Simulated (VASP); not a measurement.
# MoRu5 (P-6m2) in VASP: a series of runs, part 2 of 2

VASP 6.6.1.

### Step 3. Single point, PBE (14.95 Å³/atom)

This run uses another cell than the first one, of 14.95 Å³/atom.

INCAR

```
PREC = Accurate
ENCUT = 520
EDIFF = 1E-7
ISMEAR = 0
SIGMA = 0.1
LREAL = F
LASPH = T
NELM = 100
ALGO = Fast
ISIF = 2
LWAVE = F
LCHARG = F
GGA = PE
NBANDS = 51
```

KPOINTS

```
Automatic mesh
0
Gamma
  18 18 4
```

POSCAR

```
MoRu5
1.0
    2.7946171132     -0.0000000295      0.0000000000
   -1.3973085310      2.4202094287      0.0000000000
    0.0000000000      0.0000000000     13.2657582561
Mo Ru
1 5
Direct
    0.0000000000      0.0000000000      0.5000000000
    0.3333333333      0.6666666667      0.0000000000
    0.3333333333      0.6666666667      0.3284772924
    0.3333333333      0.6666666667      0.6715227076
    0.0000000000      0.0000000000      0.8370373367
    0.0000000000      0.0000000000      0.1629626633
```

Potentials or basis: VASP PAW PBE potentials, release 64 (Mo_sv, Ru_pv).

Started as:

```
cat potpaw_PBE.64/Mo_sv/POTCAR potpaw_PBE.64/Ru_pv/POTCAR > POTCAR
mpirun -np 1 vasp_std > vasp.out
```

OUTCAR:

```text
PREC = Accurate
   ENCUT = 520
   EDIFF = 1E-7
   ISMEAR = 0
   LREAL = F
   LASPH = T
   NELM = 100
   ISIF = 2
   GGA = PE

 ion  position               nearest neighbor table
   1  0.000  0.000  0.500-   3 2.79   4 2.79   3 2.79   4 2.79   3 2.79   4 2.79
   2  0.333  0.667  0.000-   5 2.70   6 2.70   5 2.70   6 2.70   5 2.70   6 2.70
   3  0.333  0.667  0.328-   6 2.72   6 2.72   6 2.72   1 2.79   1 2.79   1 2.79
   4  0.333  0.667  0.672-   5 2.72   5 2.72   5 2.72   1 2.79   1 2.79   1 2.79
   5  0.000  0.000  0.837-   2 2.70   2 2.70   2 2.70   4 2.72   4 2.72   4 2.72
   6  0.000  0.000  0.163-   2 2.70   2 2.70   2 2.70   3 2.72   3 2.72   3 2.72

  LATTYP: Found a hexagonal cell.
 ALAT       =     2.7946171132
 C/A-ratio  =     4.7468965224

  Lattice vectors:

 A1 = (   2.7946171132,  -0.0000000295,   0.0000000000)
 A2 = (  -1.3973085310,   2.4202094287,   0.0000000000)
 A3 = (   0.0000000000,   0.0000000000,  13.2657582561)

Analysis of symmetry for initial positions (statically):
=====================================================================
 Subroutine PRICEL returns:
 Original cell was already a primitive cell.

 Routine SETGRP: Setting up the symmetry group for a
 hexagonal supercell.

 Subroutine GETGRP returns: Found 12 space group operations
 (whereof 12 operations were pure point group operations)
 out of a pool of 24 trial point group operations.

The static configuration has the point symmetry D_3h.

Analysis of symmetry for dynamics (positions and initial velocities):
=====================================================================
 Subroutine PRICEL returns:
 Original cell was already a primitive cell.

 Routine SETGRP: Setting up the symmetry group for a
 hexagonal supercell.

 Subroutine GETGRP returns: Found 12 space group operations
 (whereof 12 operations were pure point group operations)
 out of a pool of 24 trial point group operations.

The dynamic configuration has the point symmetry D_3h.

 Subroutine INISYM returns: Found 12 space group operations
 (whereof 12 operations are pure point group operations),
 and found     1 'primitive' translations

----------------------------------------------------------------------------------------

                                     Primitive cell

  volume of cell :      89.7237

  direct lattice vectors                    reciprocal lattice vectors
     2.794617113 -0.000000029  0.000000000     0.357830775  0.206593689  0.000000000
    -1.397308531  2.420209429  0.000000000     0.000000004  0.413187385  0.000000000
     0.000000000  0.000000000 13.265758256     0.000000000  0.000000000  0.075382046

  length of vectors
     2.794617113  2.794617113 13.265758256     0.413187385  0.413187385  0.075382046

  position of ions in fractional coordinates (direct lattice)
     0.000000000  0.000000000  0.500000000
     0.333333333  0.666666667  0.000000000
     0.333333333  0.666666667  0.328477292
     0.333333333  0.666666667  0.671522708
     0.000000000  0.000000000  0.837037337
     0.000000000  0.000000000  0.162962663

  ion indices of the primitive-cell ions
   primitive index   ion index
                 1           1
                 2           2
                 3           3
                 4           4
                 5           5
                 6           6
[... 32 lines left out ...]
  0.166667 -0.000000  0.000000      6.000000
  0.222222  0.000000  0.000000      6.000000
  0.277778  0.000000  0.000000      6.000000
[... 16 lines left out ...]
  0.333333  0.111111  0.000000     12.000000
  0.388889  0.111111  0.000000     12.000000
 [... further k-points ...]
   k-points           NKPTS =    111   k-points in BZ     NKDIM =    111   number of bands    NBANDS=     51
   number of dos      NEDOS =    301   number of ions     NIONS =      6
   total plane-waves  NPLWV =  57600
   dimension x,y,z NGX =    24 NGY =   24 NGZ =  100
   dimension x,y,z NGXF=    48 NGYF=   48 NGZF=  200
   ions per type =               1   5
   NGX,Y,Z   is equivalent  to a cutoff of  14.28, 14.28, 12.53 a.u.
   NGXF,Y,Z  is equivalent  to a cutoff of  28.55, 28.55, 25.06 a.u.
 SYSTEM =  unknown system
   PREC   = accura    normal or accurate (medium, high low for compatibility)
   ISTART =      0    job   : 0-new  1-cont  2-samecut
   ICHARG =      2    charge: 1-file 2-atom 10-const
   ISPIN  =      1    spin polarized calculation?
   LNONCOLLINEAR =      F non collinear calculations
   LSORBIT =      F    spin-orbit coupling
   LASPH  =      T    aspherical Exc in radial PAW
   ENCUT  =  520.0 eV  38.22 Ry    6.18 a.u.   5.20  5.20 24.67*2*pi/ulx,y,z
   NELM   =    100;   NELMIN=  2; NELMDL= -5     # of ELM steps
   EDIFF  = 0.1E-06   stopping-criterion for ELM
   LREAL  =      F    real-space projection
   EDIFFG = 0.1E-05   stopping-criterion for IOM
   NSW    =      0    number of steps for IOM
   IBRION =     -1    ionic relax: 0-MD 1-quasi-New 2-CG
   NFREE  =      0    steps in history (QN), initial steepest desc. (CG)
   ISIF   =      2    stress and relaxation
   ISYM   =      2    0-nonsym 1-usesym 2-fastsym
   POTIM  = 0.5000    time-step for ionic-motion
   TEBEG  =    0.0;   TEEND  =   0.0 temperature during run
   PSTRESS=    0.0 pullay stress
   NELECT =      84.0000    total number of electrons
   NUPDOWN=      -1.0000    fix difference up-down
   EMIN   =  10.00;   EMAX   =-10.00  energy-range for DOS
   EFERMI =   0.00;   METHOD = LEGACY
   ISMEAR =     0;   SIGMA  =   0.10  broadening in eV -4-tet -1-fermi 0-gaus
   EFERMI_NEDOS =   21; number of points for ismear=-14 and -15
   IALGO  =     68    algorithm
   IMIX   =      4    mixing-type and parameters
     AMIX     =   0.40;   BMIX     =  1.00
     AMIX_MAG =   1.60;   BMIX_MAG =  1.00
  volume/ion in A,a.u.               =      14.95       100.91
  Fermi-wavevector in a.u.,A,eV,Ry     =   1.601519  3.026432 34.897089  2.564864
  Thomas-Fermi vector in A             =   2.698485
   LORBIT       =      0    0 simple, 1 ext, 2 COOP (PROOUT), +10 PAW based schemes
   GGA     = PE    functional components
   LHFCALC =     F    Hartree Fock is set to
   AEXX    =    0.0000 exact exchange contribution
   IVDW    =     0    specifies the selected vdW correction
   LEPSILON=     F    determine dielectric tensor
   LRPA    =     F    only Hartree local field effects (RPA)
 non-spin polarized calculation
 RMM-DIIS sequential band-by-band and
 Gauss-broadening in eV      SIGMA  =   0.10
  energy-cutoff  :      520.00
  volume of cell :       89.72
 maximum number of plane-waves:      2441
 NGX is ok and might be reduce to    24
   NGX = 11   NGY = 11   NGZ = 49

 number of electron      83.9999993 magnetization

 Free energy of the ion-electron system (eV)
  ---------------------------------------------------
  ext. energy  EPLUGINS =         0.00000000
  ---------------------------------------------------
  free energy    TOTEN  =       -56.69454428 eV

  energy without entropy =      -56.66351104  energy(sigma->0) =      -56.67902766

 E-fermi :  11.4260     XC(G=0): -13.5454

 val. band max:       11.4248933346   @ k =   0.5000   0.0000   0.2500
 cond. band min:      11.4280321795   @ k =   0.2778   0.0000   0.2500
 fundamental gap:      0.0031388449
 Fermi energy:        11.4259764691

 k-point     1 :       0.0000    0.0000    0.0000
  band No.  band energies     occupation
      1     -49.3894      2.00000
      2     -31.9067      2.00000
      3     -31.6184      2.00000
      4     -31.3746      2.00000
      5     -31.2609      2.00000
      6     -31.2609      2.00000
[... 1285 lines left out ...]
     50      14.7854      0.00000
     51      14.7999      0.00000

 [... further k-points ...]

------------------------ aborting loop because EDIFF is reached ----------------------------------------

  FORCE on cell =-STRESS in cart. coord.  units (eV):
  Direction    XX          YY          ZZ          XY          YZ          ZX
  --------------------------------------------------------------------------------------
  -------------------------------------------------------------------------------------
  Total       -8.4538555     -8.4538555     -8.4545473     -0.0000000      0.0000000     -0.0000000
  in kB     -150.9586702   -150.9586702   -150.9710242     -0.0000000      0.0000000     -0.0000000
  external PRESSURE =    -150.9627882 kB  Pullay stress =       0.0000000 kB

 VOLUME and BASIS-vectors are now :
 -----------------------------------------------------------------------------
  energy-cutoff  :      520.00
  volume of cell :       89.72
      direct lattice vectors                 reciprocal lattice vectors
     2.794617113 -0.000000029  0.000000000     0.357830775  0.206593689  0.000000000
    -1.397308531  2.420209429  0.000000000     0.000000004  0.413187385  0.000000000
     0.000000000  0.000000000 13.265758256     0.000000000  0.000000000  0.075382046

 POSITION                                       TOTAL-FORCE (eV/Angst)
 -----------------------------------------------------------------------------------
      0.00000      0.00000      6.63288         0.000000     -0.000000      0.000000
      0.00000      1.61347      0.00000        -0.000000     -0.000000      0.000000
      0.00000      1.61347      4.35750         0.000000      0.000000     -0.008307
      0.00000      1.61347      8.90826         0.000000      0.000000      0.008307
      0.00000      0.00000     11.10393        -0.000000     -0.000000      0.002404
      0.00000      0.00000      2.16182        -0.000000     -0.000000     -0.002404
 -----------------------------------------------------------------------------------
    total drift:                                0.000000     -0.000000     -0.000000

  FREE ENERGIE OF THE ION-ELECTRON SYSTEM (eV)
  ---------------------------------------------------
  free  energy   TOTEN  =       -56.6945442785 eV

  energy  without entropy=      -56.6635110382  energy(sigma->0) =      -56.67902766
```

OSZICAR:

```text
N       E                     dE             d eps       ncg     rms          rms(c)
DAV:   1     0.107994404351E+04    0.10799E+04   -0.51287E+04 11346   0.180E+03
DAV:   2    -0.184026195210E+02   -0.10983E+04   -0.10714E+04 11834   0.572E+02
DAV:   3    -0.600464265953E+02   -0.41644E+02   -0.39513E+02 13967   0.109E+02
[... 17 lines left out ...]
RMM:  21    -0.566945432407E+02   -0.97045E-06   -0.97065E-06 11027   0.281E-03    0.969E-04
RMM:  22    -0.566945437765E+02   -0.53581E-06   -0.54326E-06  8122   0.141E-03    0.104E-03
RMM:  23    -0.566945439837E+02   -0.20719E-06   -0.24417E-06  7293   0.917E-04    0.188E-03
RMM:  24    -0.566945441971E+02   -0.21339E-06   -0.15808E-06  5366   0.660E-04    0.113E-03
RMM:  25    -0.566945442785E+02   -0.81427E-07   -0.62530E-07  5522   0.501E-04
   1 F= -.56694544E+02 E0= -.56679028E+02  d E =-.310332E-01
```

Run time: 22 min. Hardware: 1 thread of Intel Xeon 8259CL, shared host; peak memory 0.51 GiB.

What came out:

- Free energy: -56.6945 eV
- Pressure: -15.1 GPa
- Largest force: 0.008 eV/Å
- Band gap on the k mesh: zero (bands 42 and 43 overlap by 2.24 eV)

Forces in eV/Å, atoms in the order of the input:
```
Mo   0.000  0.000  0.000
Ru   0.000  0.000  0.000
Ru   0.000  0.000 -0.008
Ru   0.000  0.000  0.008
Ru   0.000  0.000  0.002
Ru   0.000  0.000 -0.002
```

Caveat: the cell stands under tension.

### Step 4. Single point, PBE (12.84 Å³/atom)

This run uses another cell than the first one, of 12.84 Å³/atom.

INCAR

```
  PREC = Accurate
  ENCUT = 520
  EDIFF = 1E-6
  ISMEAR = 0
  SIGMA = 0.1
  LREAL = F
  LASPH = T
  NELM = 60
  ALGO = Fast
  ISIF = 2
  LWAVE = F
  LCHARG = F
  GGA = PE
  NBANDS = 51
```

KPOINTS is that of step 3.

POSCAR

```
MoRu5
1.0
    2.6502275542     -0.0000000280      0.0000000000
   -1.3251137529      2.2951644018      0.0000000000
    0.0000000000      0.0000000000     12.6632710929
Mo Ru
1 5
Direct
    0.0000000000      0.0000000000      0.5000000000
    0.3333333333      0.6666666667      0.0000000000
    0.3333333333      0.6666666667      0.3292082742
    0.3333333333      0.6666666667      0.6707917258
    0.0000000000      0.0000000000      0.8363016743
    0.0000000000      0.0000000000      0.1636983257
```

Potentials or basis: VASP PAW PBE potentials, release 64 (Mo_sv, Ru_pv).

Started as:

```
cat potpaw_PBE.64/Mo_sv/POTCAR potpaw_PBE.64/Ru_pv/POTCAR > POTCAR
mpirun -np 1 vasp_std > vasp.out
```

OUTCAR:

```text
PREC = Accurate
   ENCUT = 520
   EDIFF = 1E-6
   ISMEAR = 0
   LREAL = F
   LASPH = T
   NELM = 60
   ISIF = 2
   GGA = PE

 ion  position               nearest neighbor table
   1  0.000  0.000  0.500-   3 2.65   4 2.65   3 2.65   4 2.65   3 2.65   4 2.65
   2  0.333  0.667  0.000-   5 2.58   6 2.58   5 2.58   6 2.58   5 2.58   6 2.58
   3  0.333  0.667  0.329-   6 2.59   6 2.59   6 2.59   1 2.65   1 2.65   1 2.65
   4  0.333  0.667  0.671-   5 2.59   5 2.59   5 2.59   1 2.65   1 2.65   1 2.65
   5  0.000  0.000  0.836-   2 2.58   2 2.58   2 2.58   4 2.59   4 2.59   4 2.59
   6  0.000  0.000  0.164-   2 2.58   2 2.58   2 2.58   3 2.59   3 2.59   3 2.59

  LATTYP: Found a hexagonal cell.
 ALAT       =     2.6502275542
 C/A-ratio  =     4.7781825651

  Lattice vectors:

 A1 = (   2.6502275542,  -0.0000000280,   0.0000000000)
 A2 = (  -1.3251137529,   2.2951644018,   0.0000000000)
 A3 = (   0.0000000000,   0.0000000000,  12.6632710929)

Analysis of symmetry for initial positions (statically):
=====================================================================
 Subroutine PRICEL returns:
 Original cell was already a primitive cell.

 Routine SETGRP: Setting up the symmetry group for a
 hexagonal supercell.

 Subroutine GETGRP returns: Found 12 space group operations
 (whereof 12 operations were pure point group operations)
 out of a pool of 24 trial point group operations.

The static configuration has the point symmetry D_3h.

Analysis of symmetry for dynamics (positions and initial velocities):
=====================================================================
 Subroutine PRICEL returns:
 Original cell was already a primitive cell.

 Routine SETGRP: Setting up the symmetry group for a
 hexagonal supercell.

 Subroutine GETGRP returns: Found 12 space group operations
 (whereof 12 operations were pure point group operations)
 out of a pool of 24 trial point group operations.

The dynamic configuration has the point symmetry D_3h.
[... 130 lines left out ...]
  Thomas-Fermi vector in A             =   2.767987
   LORBIT       =      0    0 simple, 1 ext, 2 COOP (PROOUT), +10 PAW based schemes
   GGA     = PE    functional components
   LHFCALC =     F    Hartree Fock is set to
   AEXX    =    0.0000 exact exchange contribution
   IVDW    =     0    specifies the selected vdW correction
   LEPSILON=     F    determine dielectric tensor
   LRPA    =     F    only Hartree local field effects (RPA)
 non-spin polarized calculation
 RMM-DIIS sequential band-by-band and
 Gauss-broadening in eV      SIGMA  =   0.10
  energy-cutoff  :      520.00
  volume of cell :       77.03
 maximum number of plane-waves:      2112
 NGX is ok and might be reduce to    20
   NGX =  9   NGY =  9   NGZ = 47

 number of electron      84.0000002 magnetization

 Free energy of the ion-electron system (eV)
  ---------------------------------------------------
  ext. energy  EPLUGINS =         0.00000000
  ---------------------------------------------------
  free energy    TOTEN  =       -56.16925987 eV

  energy without entropy =      -56.14345690  energy(sigma->0) =      -56.15635839

 E-fermi :  14.1444     XC(G=0): -14.4792

 val. band max:       14.1393402034   @ k =   0.1667   0.0556   0.2500
 cond. band min:      14.1481774202   @ k =   0.4444   0.1111   0.2500
 fundamental gap:      0.0088372168
 Fermi energy:        14.1443915950

 k-point     1 :       0.0000    0.0000    0.0000
  band No.  band energies     occupation
      1     -46.5955      2.00000
      2     -29.7204      2.00000
      3     -29.3192      2.00000
      4     -28.9521      2.00000
      5     -28.6539      2.00000
      6     -28.6539      2.00000
[... 1285 lines left out ...]
     50      18.2783      0.00000
     51      18.3017      0.00000

 [... further k-points ...]

------------------------ aborting loop because EDIFF is reached ----------------------------------------

  FORCE on cell =-STRESS in cart. coord.  units (eV):
  Direction    XX          YY          ZZ          XY          YZ          ZX
  --------------------------------------------------------------------------------------
  -------------------------------------------------------------------------------------
  Total       16.9674475     16.9674475     16.9848699     -0.0000000      0.0000000     -0.0000000
  in kB      352.9264689    352.9264690    353.2888587     -0.0000000      0.0000000     -0.0000000
  external PRESSURE =     353.0472655 kB  Pullay stress =       0.0000000 kB

 VOLUME and BASIS-vectors are now :
 -----------------------------------------------------------------------------
  energy-cutoff  :      520.00
  volume of cell :       77.03
      direct lattice vectors                 reciprocal lattice vectors
     2.650227554 -0.000000028  0.000000000     0.377326092  0.217849316  0.000000000
    -1.325113753  2.295164402  0.000000000     0.000000005  0.435698639  0.000000000
     0.000000000  0.000000000 12.663271093     0.000000000  0.000000000  0.078968538

 POSITION                                       TOTAL-FORCE (eV/Angst)
 -----------------------------------------------------------------------------------
      0.00000      0.00000      6.33164        -0.000000     -0.000000      0.000000
      0.00000      1.53011      0.00000         0.000000      0.000000      0.000000
      0.00000      1.53011      4.16885         0.000000     -0.000000     -0.018031
      0.00000      1.53011      8.49442         0.000000      0.000000      0.018031
      0.00000      0.00000     10.59031        -0.000000     -0.000000     -0.003261
      0.00000      0.00000      2.07296        -0.000000      0.000000      0.003261
 -----------------------------------------------------------------------------------
    total drift:                                0.000000     -0.000000     -0.000000

  FREE ENERGIE OF THE ION-ELECTRON SYSTEM (eV)
  ---------------------------------------------------
  free  energy   TOTEN  =       -56.1692598670 eV

  energy  without entropy=      -56.1434569032  energy(sigma->0) =      -56.15635839
```

OSZICAR:

```text
N       E                     dE             d eps       ncg     rms          rms(c)
DAV:   1     0.111060516645E+04    0.11106E+04   -0.50902E+04 11322   0.185E+03
DAV:   2    -0.150024512453E+02   -0.11256E+04   -0.10956E+04 11812   0.588E+02
DAV:   3    -0.592050025701E+02   -0.44203E+02   -0.42138E+02 13576   0.116E+02
[... 12 lines left out ...]
RMM:  16    -0.561692423204E+02    0.10062E-04   -0.41915E-04 13641   0.732E-02    0.251E-02
RMM:  17    -0.561692543656E+02   -0.12045E-04   -0.16898E-04 14974   0.326E-02    0.152E-02
RMM:  18    -0.561692568953E+02   -0.25296E-05   -0.48047E-05 13068   0.181E-02    0.773E-03
RMM:  19    -0.561692590488E+02   -0.21536E-05   -0.20739E-05 10717   0.100E-02    0.745E-03
RMM:  20    -0.561692598670E+02   -0.81818E-06   -0.72486E-06  7984   0.651E-03
   1 F= -.56169260E+02 E0= -.56156358E+02  d E =-.258030E-01
```

stdout:

```text
POSCAR found type information on POSCAR MoRu
 POSCAR found :  2 types and       6 ions
 scaLAPACK will be used
 LDA part: xc-table for (Slater+PW92), standard interpolation
 POSCAR, INCAR and KPOINTS ok, starting setup
 FFT: planning ... GRIDC
 FFT: planning ... GRID_SOFT
 FFT: planning ... GRID
 WAVECAR not read
 entering main loop
```

Run time: 11 min. Hardware: 1 thread of Intel Xeon 8259CL, shared host; peak memory 0.44 GiB.

Results:

```yaml
Free_energy: -56.1693 eV
Pressure: 35.3 GPa
Largest_force: 0.018 eV/Å
Band_gap_on_the_k_mesh: zero (bands 42 and 43 overlap by 2.94 eV)
```

Forces on the atoms (eV/Å):
```
Mo   0.000  0.000  0.000
Ru   0.000  0.000  0.000
Ru   0.000  0.000 -0.018
Ru   0.000  0.000  0.018
Ru   0.000  0.000 -0.003
Ru   0.000  0.000  0.003
```

Caveat: the cell stands under pressure.

### Step 5. Summary

```tsv
cell	further INCAR settings	gap on the mesh (eV)	pressure (GPa)	largest force (eV/Å)
a = 2.767, b = 2.767, c = 13.152 Å, angles 90.0, 90.0, 120.0°, 6 atoms, atomic positions A	ALGO = Fast; EDIFF = 1e-06; NBANDS = 51	none	-8.2	0.01
a = 2.795, b = 2.795, c = 13.266 Å, angles 90.0, 90.0, 120.0°, 6 atoms, atomic positions B	ALGO = Fast; EDIFF = 1e-07; NBANDS = 51	none	-15.1	0.01
a = 2.650, b = 2.650, c = 12.663 Å, angles 90.0, 90.0, 120.0°, 6 atoms, atomic positions C	ALGO = Fast; EDIFF = 1e-06; NBANDS = 51	none	35.3	0.02
```

Alike in all rows: task single point; level PBE; potentials or basis VASP PAW PBE potentials, release 64 (Mo_sv, Ru_pv); no spin polarisation; k mesh 18 × 18 × 4; cutoff (eV) 520; smearing gaussian 0.1 eV.

Caveats: the cell stands under tension (at least some runs); the cell stands under pressure (at least some runs).

Absolute energies hang on the potentials; compare differences alone.
